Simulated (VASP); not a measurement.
# SnO (P4/mmm) in VASP: further runs

Aim: see how the results for SnO move with the level of theory and the settings. Levels: r2SCAN, PBE. Tasks: single point.

All numbers are computed with VASP 6.6.1; they aren't measurements. Logs are shortened: lines on timing, memory, paths and dates and some standing lists are left out, and cuts for length are marked.

## 1. The cell of the first run

Symmetry: P4/mmm, No. 123, tetragonal system. The conventional cell has a = 3.275 Å, b = 3.275 Å, c = 3.011 Å, α = 90.00°, β = 90.00°, γ = 90.00°. Sn (site symmetry 4/mmm) has 8 O at 2.76 Å and 6 Sn at 3.01 to 3.27 Å within 3.6 Å. O (site symmetry 4/mmm) has 8 Sn at 2.76 Å and 6 O at 3.01 to 3.27 Å within 3.6 Å.

## 2. Single point, r2SCAN (epitaxial xy strain +5.5%)

POSCAR

```
SnO
1.0
    3.2747148374      0.0000000000      0.0000000000
    0.0000000000      3.2747148374      0.0000000000
    0.0000000000      0.0000000000      3.0105895988
Sn O
1 1
Direct
    0.0000000000      0.0000000000      0.0000000000
    0.5000000000      0.5000000000      0.5000000000
```

INCAR.step1

```
SYSTEM = SnO
PREC = Accurate ; ENCUT = 520
ISMEAR = -1 ; SIGMA = 0.02
LREAL = .FALSE. ; LASPH = .TRUE.
NELM = 100 ; NBANDS = 17
GGA = PE ; ALGO = Normal
EDIFF = 1E-4 ; LWAVE = .TRUE.
LCHARG = .FALSE.
```

INCAR.step2

```
SYSTEM = SnO
PREC = Accurate ; ENCUT = 520
EDIFF = 1E-6 ; ISMEAR = -1
SIGMA = 0.02 ; LREAL = .FALSE.
LASPH = .TRUE. ; NELM = 100
ALGO = Normal ; ISIF = 2
LWAVE = .FALSE. ; LCHARG = .TRUE.
METAGGA = R2SCAN ; LMIXTAU = .TRUE.
LELF = .TRUE. ; LVHAR = .TRUE.
NBANDS = 17 ; ISTART = 1
```

KPOINTS

```
regular mesh
0
G
  8 8 8
  0 0 0
```

Potentials or basis: VASP PAW PBE potentials, release 64 (Sn_d, O).

On the command line:

```console
$ cat potpaw_PBE.64/Sn_d/POTCAR potpaw_PBE.64/O/POTCAR > POTCAR
$ cp INCAR.step1 INCAR
$ mpirun -np 1 vasp_std > vasp.out
$ cp INCAR.step2 INCAR
$ mpirun -np 1 vasp_std > vasp.out
```

OUTCAR:

```text
SYSTEM = SnO
   PREC = Accurate
   ENCUT = 520
   EDIFF = 1E-6
   ISMEAR = -1
   LREAL = .FALSE.
   LASPH = .TRUE.
   NELM = 100
   ISIF = 2
   METAGGA = R2SCAN
   ISTART = 1

 ion  position               nearest neighbor table
   1  0.000  0.000  0.000-   2 2.76   2 2.76   2 2.76   2 2.76   2 2.76   2 2.76   2 2.76   2 2.76

   2  0.500  0.500  0.500-   1 2.76   1 2.76   1 2.76   1 2.76   1 2.76   1 2.76   1 2.76   1 2.76

  LATTYP: Found a simple tetragonal cell.
 ALAT       =     3.2747148374
 C/A-ratio  =     0.9193440493

  Lattice vectors:

 A1 = (   3.2747148374,   0.0000000000,   0.0000000000)
 A2 = (   0.0000000000,   3.2747148374,   0.0000000000)
 A3 = (   0.0000000000,   0.0000000000,   3.0105895988)

Analysis of symmetry for initial positions (statically):
=====================================================================
 Subroutine PRICEL returns:
 Original cell was already a primitive cell.

 Routine SETGRP: Setting up the symmetry group for a
 simple tetragonal supercell.

 Subroutine GETGRP returns: Found 16 space group operations
 (whereof 16 operations were pure point group operations)
 out of a pool of 16 trial point group operations.

The static configuration has the point symmetry D_4h.

Analysis of symmetry for dynamics (positions and initial velocities):
=====================================================================
 Subroutine PRICEL returns:
 Original cell was already a primitive cell.

 Routine SETGRP: Setting up the symmetry group for a
 simple tetragonal supercell.

 Subroutine GETGRP returns: Found 16 space group operations
 (whereof 16 operations were pure point group operations)
 out of a pool of 16 trial point group operations.

The dynamic configuration has the point symmetry D_4h.

 Subroutine INISYM returns: Found 16 space group operations
 (whereof 16 operations are pure point group operations),
 and found     1 'primitive' translations

----------------------------------------------------------------------------------------

                                     Primitive cell

  volume of cell :      32.2848

  direct lattice vectors                    reciprocal lattice vectors
     3.274714837  0.000000000  0.000000000     0.305370101  0.000000000  0.000000000
     0.000000000  3.274714837  0.000000000     0.000000000  0.305370101  0.000000000
     0.000000000  0.000000000  3.010589599     0.000000000  0.000000000  0.332160850

  length of vectors
     3.274714837  3.274714837  3.010589599     0.305370101  0.305370101  0.332160850

  position of ions in fractional coordinates (direct lattice)
     0.000000000  0.000000000  0.000000000
     0.500000000  0.500000000  0.500000000

  ion indices of the primitive-cell ions
   primitive index   ion index
                 1           1
                 2           2

----------------------------------------------------------------------------------------

 KPOINTS: regular mesh

Automatic generation of k-mesh.
 Grid dimensions read from file:
 generate k-points for:    8    8    8

 Generating k-lattice:

  Cartesian coordinates                     Fractional coordinates (reciprocal lattice)
     0.038171263  0.000000000  0.000000000     0.125000000  0.000000000  0.000000000
     0.000000000  0.038171263  0.000000000     0.000000000  0.125000000  0.000000000
     0.000000000  0.000000000  0.041520106     0.000000000  0.000000000  0.125000000

  Length of vectors
     0.038171263  0.038171263  0.041520106

  Shift w.r.t. Gamma in fractional coordinates (k-lattice)
     0.000000000  0.000000000  0.000000000

 Subroutine IBZKPT returns following result:
 ===========================================

 Found     75 irreducible k-points:

 Following reciprocal coordinates:
            Coordinates               Weight
  0.000000  0.000000  0.000000      1.000000
  0.125000  0.000000  0.000000      4.000000
  0.250000  0.000000  0.000000      4.000000
  0.375000  0.000000  0.000000      4.000000
  0.500000  0.000000  0.000000      2.000000
  0.125000  0.125000  0.000000      4.000000
[... 16 lines left out ...]
  0.375000  0.125000  0.125000     16.000000
  0.500000  0.125000  0.125000      8.000000
 [... further k-points ...]
   k-points           NKPTS =     75   k-points in BZ     NKDIM =     75   number of bands    NBANDS=     17
   number of dos      NEDOS =    301   number of ions     NIONS =      2
   total plane-waves  NPLWV =  13824
   dimension x,y,z NGX =    24 NGY =   24 NGZ =   24
   dimension x,y,z NGXF=    48 NGYF=   48 NGZF=   48
   ions per type =               1   1
   NGX,Y,Z   is equivalent  to a cutoff of  12.18, 12.18, 13.25 a.u.
   NGXF,Y,Z  is equivalent  to a cutoff of  24.37, 24.37, 26.51 a.u.
 SYSTEM =  SnO
   PREC   = accura    normal or accurate (medium, high low for compatibility)
   ISTART =      1    job   : 0-new  1-cont  2-samecut
   ICHARG =      0    charge: 1-file 2-atom 10-const
   ISPIN  =      1    spin polarized calculation?
   LNONCOLLINEAR =      F non collinear calculations
   LSORBIT =      F    spin-orbit coupling
   LASPH  =      T    aspherical Exc in radial PAW
   ENCUT  =  520.0 eV  38.22 Ry    6.18 a.u.   6.09  6.09  5.60*2*pi/ulx,y,z
   NELM   =    100;   NELMIN=  2; NELMDL=  0     # of ELM steps
   EDIFF  = 0.1E-05   stopping-criterion for ELM
   LREAL  =      F    real-space projection
   EDIFFG = 0.1E-04   stopping-criterion for IOM
   NSW    =      0    number of steps for IOM
   IBRION =     -1    ionic relax: 0-MD 1-quasi-New 2-CG
   NFREE  =      0    steps in history (QN), initial steepest desc. (CG)
   ISIF   =      2    stress and relaxation
   ISYM   =      2    0-nonsym 1-usesym 2-fastsym
   POTIM  = 0.5000    time-step for ionic-motion
   TEBEG  =    0.0;   TEEND  =   0.0 temperature during run
   PSTRESS=    0.0 pullay stress
   NELECT =      20.0000    total number of electrons
   NUPDOWN=      -1.0000    fix difference up-down
   EMIN   =  10.00;   EMAX   =-10.00  energy-range for DOS
   EFERMI =   0.00;   METHOD = LEGACY
   ISMEAR =    -1;   SIGMA  =   0.02  broadening in eV -4-tet -1-fermi 0-gaus
   EFERMI_NEDOS =   21; number of points for ismear=-14 and -15
   IALGO  =     38    algorithm
   IMIX   =      4    mixing-type and parameters
     AMIX     =   0.40;   BMIX     =  1.00
     AMIX_MAG =   1.60;   BMIX_MAG =  1.00
  volume/ion in A,a.u.               =      16.14       108.93
  Fermi-wavevector in a.u.,A,eV,Ry     =   1.395571  2.637247 26.498963  1.947619
  Thomas-Fermi vector in A             =   2.519010
   LORBIT       =      0    0 simple, 1 ext, 2 COOP (PROOUT), +10 PAW based schemes
   METAGGA = R2SCAN    functional components
   LHFCALC =     F    Hartree Fock is set to
   AEXX    =    0.0000 exact exchange contribution
   IVDW    =     0    specifies the selected vdW correction
   LEPSILON=     F    determine dielectric tensor
   LRPA    =     F    only Hartree local field effects (RPA)
 non-spin polarized calculation
  energy-cutoff  :      520.00
  volume of cell :       32.28
 maximum number of plane-waves:       888
   NGX = 13   NGY = 13   NGZ = 11

 number of electron      19.9999993 magnetization

 Free energy of the ion-electron system (eV)
  ---------------------------------------------------
  ext. energy  EPLUGINS =         0.00000000
  ---------------------------------------------------
  free energy    TOTEN  =       -31.47555144 eV

  energy without entropy =      -31.47531208  energy(sigma->0) =      -31.47543176

 E-fermi :   7.2170     XC(G=0): -11.6777

 val. band max:        7.1985028934   @ k =   0.1250   0.0000   0.5000
 cond. band min:       7.2909069423   @ k =   0.5000   0.0000   0.1250
 fundamental gap:      0.0924040490
 Fermi energy:         7.2169958444

 k-point     1 :       0.0000    0.0000    0.0000
  band No.  band energies     occupation
      1     -15.3155      2.00000
      2     -15.1881      2.00000
      3     -14.9390      2.00000
      4     -14.9080      2.00000
      5     -14.9080      2.00000
      6     -11.3560      2.00000
[... 9 lines left out ...]
     16      25.8404      0.00000
     17      27.0871      0.00000

 k-point     2 :       0.1250    0.0000    0.0000
  band No.  band energies     occupation
      1     -15.3095      2.00000
      2     -15.1680      2.00000
      3     -14.9475      2.00000
      4     -14.9155      2.00000
      5     -14.9073      2.00000
      6     -11.2884      2.00000
[... 9 lines left out ...]
     16      25.1959      0.00000
     17      25.8753      0.00000

 k-point     3 :       0.2500    0.0000    0.0000
  band No.  band energies     occupation
      1     -15.2992      2.00000
      2     -15.1155      2.00000
      3     -14.9681      2.00000
      4     -14.9337      2.00000
      5     -14.9058      2.00000
      6     -11.1174      2.00000
[... 9 lines left out ...]
     16      22.9423      0.00000
     17      25.0726      0.00000

 k-point     4 :       0.3750    0.0000    0.0000
  band No.  band energies     occupation
      1     -15.2919      2.00000
      2     -15.0600      2.00000
      3     -14.9885      2.00000
      4     -14.9519      2.00000
      5     -14.9043      2.00000
      6     -10.9339      2.00000
[... 9 lines left out ...]
     16      22.4882      0.00000
     17      24.8564      0.00000

 k-point     5 :       0.5000    0.0000    0.0000
  band No.  band energies     occupation
      1     -15.2893      2.00000
      2     -15.0366      2.00000
      3     -14.9970      2.00000
      4     -14.9594      2.00000
      5     -14.9036      2.00000
      6     -10.8536      2.00000
[... 9 lines left out ...]
     16      24.1573      0.00000
     17      24.8629      0.00000

 k-point     6 :       0.1250    0.1250    0.0000
  band No.  band energies     occupation
      1     -15.3025      2.00000
      2     -15.1489      2.00000
      3     -14.9581      2.00000
      4     -14.9153      2.00000
      5     -14.9143      2.00000
      6     -11.2208      2.00000
[... 9 lines left out ...]
     16      23.9416      0.00000
     17      26.3772      0.00000

 k-point     7 :       0.2500    0.1250    0.0000
  band No.  band energies     occupation
      1     -15.2898      2.00000
      2     -15.0982      2.00000
      3     -14.9834      2.00000
      4     -14.9328      2.00000
      5     -14.9131      2.00000
      6     -11.0507      2.00000
[... 9 lines left out ...]
     16      22.4080      0.00000
     17      25.1155      0.00000

 k-point     8 :       0.3750    0.1250    0.0000
  band No.  band energies     occupation
      1     -15.2810      2.00000
      2     -15.0437      2.00000
      3     -15.0083      2.00000
      4     -14.9508      2.00000
      5     -14.9114      2.00000
      6     -10.8693      2.00000
[... 9 lines left out ...]
     16      22.8156      0.00000
     17      24.3287      0.00000
[... 203 lines left out ...]
      1     -15.2387      2.00000
      2     -15.0516      2.00000
      3     -14.9859      2.00000
      4     -14.9829      2.00000
      5     -14.9228      2.00000
      6     -10.8516      2.00000
[... 9 lines left out ...]
     16      23.8864      0.00000
     17      24.3537      0.00000

 k-point    20 :       0.5000    0.0000    0.1250
  band No.  band energies     occupation
      1     -15.2368      2.00000
      2     -15.0272      2.00000
      3     -14.9942      2.00000
      4     -14.9923      2.00000
      5     -14.9221      2.00000
      6     -10.7733      2.00000
[... 9 lines left out ...]
     16      24.0112      0.00000
     17      24.4021      0.00000

 k-point    21 :       0.1250    0.1250    0.1250
  band No.  band energies     occupation
      1     -15.2449      2.00000
      2     -15.1461      2.00000
      3     -14.9563      2.00000
      4     -14.9371      2.00000
      5     -14.9342      2.00000
      6     -11.1348      2.00000
[... 9 lines left out ...]
     16      23.7604      0.00000
     17      24.0946      0.00000

 k-point    22 :       0.2500    0.1250    0.1250
  band No.  band energies     occupation
      1     -15.2329      2.00000
      2     -15.0942      2.00000
      3     -14.9816      2.00000
      4     -14.9573      2.00000
      5     -14.9330      2.00000
      6     -10.9693      2.00000
[... 9 lines left out ...]
     16      22.7528      0.00000
     17      23.3999      0.00000

 k-point    23 :       0.3750    0.1250    0.1250
  band No.  band energies     occupation
      1     -15.2256      2.00000
      2     -15.0375      2.00000
      3     -15.0066      2.00000
      4     -14.9781      2.00000
      5     -14.9307      2.00000
      6     -10.7939      2.00000
[... 9 lines left out ...]
     16      22.5642      0.00000
     17      24.1292      0.00000

 k-point    24 :       0.5000    0.1250    0.1250
  band No.  band energies     occupation
      1     -15.2232      2.00000
      2     -15.0170      2.00000
      3     -15.0133      2.00000
      4     -14.9867      2.00000
      5     -14.9297      2.00000
      6     -10.7180      2.00000
[... 9 lines left out ...]
     16      22.1792      0.00000
     17      25.7632      0.00000

 [... further k-points ...]
[... 5 lines left out ...]
  --------------------------------------------------------------------------------------
  -------------------------------------------------------------------------------------
  Total       -2.1799720     -2.1799720      0.0149899      0.0000000      0.0000000      0.0000000
  in kB     -108.1839848   -108.1839848      0.7438927      0.0000000      0.0000000      0.0000000
  external PRESSURE =     -71.8746923 kB  Pullay stress =       0.0000000 kB

 VOLUME and BASIS-vectors are now :
 -----------------------------------------------------------------------------
  energy-cutoff  :      520.00
  volume of cell :       32.28
      direct lattice vectors                 reciprocal lattice vectors
     3.274714837  0.000000000  0.000000000     0.305370101  0.000000000  0.000000000
     0.000000000  3.274714837  0.000000000     0.000000000  0.305370101  0.000000000
     0.000000000  0.000000000  3.010589599     0.000000000  0.000000000  0.332160850

 POSITION                                       TOTAL-FORCE (eV/Angst)
 -----------------------------------------------------------------------------------
      0.00000      0.00000      0.00000         0.000000      0.000000      0.000000
      1.63736      1.63736      1.50529         0.000000      0.000000      0.000000
 -----------------------------------------------------------------------------------
    total drift:                                0.000000      0.000000     -0.000000

  FREE ENERGIE OF THE ION-ELECTRON SYSTEM (eV)
  ---------------------------------------------------
  free  energy   TOTEN  =       -31.4755514443 eV

  energy  without entropy=      -31.4753120764  energy(sigma->0) =      -31.47543176
```

Wall time 66 s (1 thread of Intel Xeon Platinum 8259CL at 2.50GHz (Skylake/Cascade Lake), shared host); peak memory 0.17 GiB.

What came out:

```yaml
Free_energy: -31.4756 eV
Pressure: -7.2 GPa
Band_gap_on_the_k_mesh: zero (band 10 reaches 7.29 eV, above the bottom of band 11 at 6.61 eV)
```

Caveat: the cell differs from its parent crystal (epitaxial xy strain +5.5%); the PAW data sets were made with another functional, which shifts forces and pressure a little; spin-orbit coupling is left out, which moves the levels of the heavy elements.

## 3. Single point, PBE (epitaxial xy strain +5.5%)

INCAR

```
  PREC = Accurate
  ENCUT = 520
  EDIFF = 1E-6
  ISMEAR = -1
  SIGMA = 0.02
  LREAL = False
  LASPH = True
  NELM = 100
  ALGO = Normal
  ISIF = 2
  LWAVE = False
  LCHARG = True
  GGA = PE
  LELF = True
  LVHAR = True
  NBANDS = 17
```

KPOINTS

```
Automatic mesh
0
Gamma
  8 8 8
```

POSCAR is that of step 2.

Potentials or basis: VASP PAW PBE potentials, release 64 (Sn_d, O).

On the command line:

```console
$ cat potpaw_PBE.64/Sn_d/POTCAR potpaw_PBE.64/O/POTCAR > POTCAR
$ mpirun -np 1 vasp_std > vasp.out
```

It took 20 s on 1 thread of Intel Xeon Platinum 8259CL at 2.50GHz (Skylake/Cascade Lake), shared host; peak memory 0.16 GiB.

The run converged. Its results:

* Free energy: -9.7537 eV
* Pressure: -4.3 GPa
* Band gap on the k mesh: zero (band 10 reaches 7.40 eV, above the bottom of band 11 at 6.69 eV)

Stress tensor (GPa, compression positive):
```
-8.21  0.00  0.00
 0.00 -8.21  0.00
 0.00  0.00  3.45
```

Levels at points of the mesh, in eV from the Fermi level:
```csv
k point,band 6,band 7,band 8,band 9,band 10,band 11,band 12,band 13,band 14,band 15
"(0.00, 0.00, 0.00)",-17.49,-7.52,-2.46,-2.46,-1.59,7.03,7.03,7.39,8.73,8.76
"(0.50, 0.00, 0.00)",-16.95,-8.75,-1.71,-1.12,-0.80,0.30,5.78,8.29,10.94,11.54
"(0.50, 0.50, 0.00)",-16.50,-5.55,-5.12,-5.12,-1.02,3.62,3.62,9.24,10.48,16.08
"(0.00, 0.00, 0.50)",-16.79,-7.83,-1.59,-1.59,-1.58,0.36,6.71,6.71,10.77,10.86
"(0.50, 0.00, 0.50)",-16.38,-4.98,-4.72,-4.35,-1.48,2.58,3.66,8.09,8.84,13.86
"(0.50, 0.50, 0.50)",-16.31,-2.99,-2.86,-2.86,-1.65,-0.63,0.54,0.54,11.44,11.44
```

Caveat: the cell differs from its parent crystal (epitaxial xy strain +5.5%); spin-orbit coupling is left out, which moves the levels of the heavy elements.
